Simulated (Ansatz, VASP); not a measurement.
## Two plane-wave programs on KMgF3

```
K Mg F
1.0
     4.02024    0.00000    0.00000
     0.00000    4.02024    0.00000
     0.00000    0.00000    4.02024
K Mg F
1 1 3
Cartesian
  2.0101 2.0101 2.0101
  0.0000 0.0000 0.0000
  2.0101 0.0000 0.0000
  0.0000 2.0101 0.0000
  0.0000 0.0000 2.0101
```

Alike in both runs: task single point; functional r2SCAN; k mesh 6 × 6 × 6; occupations gaussian, width 0.02 eV; no spin polarisation.

```csv
,VASP,Ansatz
version,VASP 6.6.1,Ansatz 0.2.0
potentials or method,"VASP PAW PBE potentials, release 64 (K_sv, Mg, F), cutoff 520 eV","scalar-relativistic, plane waves, PAW"
valence electrons in the cell,32,40
```

```tsv
	VASP	Ansatz	Ansatz less VASP
gap on the k mesh at the Fermi level (eV)	8.05	8.07	+0.022
least direct gap on the mesh (eV)	8.37	8.38	+0.015
pressure (GPa)	-2.8	-2.2	+0.62
```

VASP's potentials were made for PBE, not for r2SCAN. The functional is the same, so the differences come from potentials, cutoffs and numerics. VASP's potentials hold 32 valence electrons a cell and Ansatz's 40, so a difference there can come from the potentials and not from the codes.
